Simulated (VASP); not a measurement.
Set up this calculation in VASP 6.6.1, as the native input.

```
Task                   : single point
Functional             : r2SCAN
Potentials or basis    : VASP PAW PBE potentials, release 64 (Mg, O)
Cutoff                 : 660 eV
k mesh                 : 8 × 8 × 8
Occupations            : fermi-dirac, width 0.05 eV
Spin                   : no spin polarisation
Dipole correction      : no
Further INCAR settings : ALGO = Normal; EDIFF = 1e-06; NBANDS = 11
```

MgO:

```xyz
2
Lattice="0.0000 2.1871 2.1871 2.1871 0.0000 2.1871 2.1871 2.1871 0.0000" Properties=species:S:1:pos:R:3 pbc="T T T"
Mg    0.0000    0.0000    0.0000
O     2.1871    2.1871    2.1871
```

The input as run:

POSCAR

```
MgO
1.0
    0.0000000000      2.1870500000      2.1870500000
    2.1870500000      0.0000000000      2.1870500000
    2.1870500000      2.1870500000      0.0000000000
Mg O
1 1
Direct
    0.0000000000      0.0000000000      0.0000000000
    0.5000000000      0.5000000000      0.5000000000
```

INCAR.step1

```
PREC     = Accurate       # precision mode
ENCUT    = 660            # plane-wave cutoff, eV
ISMEAR   = -1             # smearing method
SIGMA    = 0.05           # smearing width, eV
LREAL    = False          # projectors in reciprocal space
LASPH    = True           # aspherical terms in the spheres
NELM     = 120            # most SCF steps
NBANDS   = 11             # bands
GGA      = PE             # functional
ALGO     = Normal         # electronic algorithm
EDIFF    = 1E-5           # SCF threshold, eV
LWAVE    = True           # write WAVECAR
LCHARG   = False          # write CHGCAR
GGA_COMPAT= False
```

INCAR.step2

```
PREC     = Accurate       # precision mode
ENCUT    = 660            # plane-wave cutoff, eV
EDIFF    = 1E-6           # SCF threshold, eV
ISMEAR   = -1             # smearing method
SIGMA    = 0.05           # smearing width, eV
LREAL    = False          # projectors in reciprocal space
LASPH    = True           # aspherical terms in the spheres
NELM     = 120            # most SCF steps
ALGO     = Normal         # electronic algorithm
ISIF     = 2              # what is computed and relaxed
LWAVE    = False          # write WAVECAR
LCHARG   = True           # write CHGCAR
METAGGA  = R2SCAN         # meta-GGA
LMIXTAU  = True         
LELF     = True           # ELF
LVHAR    = True         
NBANDS   = 11             # bands
ISTART   = 1            
GGA_COMPAT= False
```

KPOINTS

```
Automatic mesh
0
Gamma
  8 8 8
```

Potentials or basis: VASP PAW PBE potentials, release 64 (Mg, O).

The run is started by

```console
$ cat potpaw_PBE.64/Mg/POTCAR potpaw_PBE.64/O/POTCAR > POTCAR
$ cp INCAR.step1 INCAR
$ mpirun -np 1 vasp_std > vasp.out
$ cp INCAR.step2 INCAR
$ mpirun -np 1 vasp_std > vasp.out
```

It gave:

The pressure is -16.8 GPa and the band gap on the k mesh is 4.54 eV, direct.

Caveat: the PAW data sets were made with another functional, which shifts forces and pressure a little.

Run time: 70 s on 1 thread of Intel Xeon 8259CL, with other jobs on the host, peak memory 0.17 GiB.
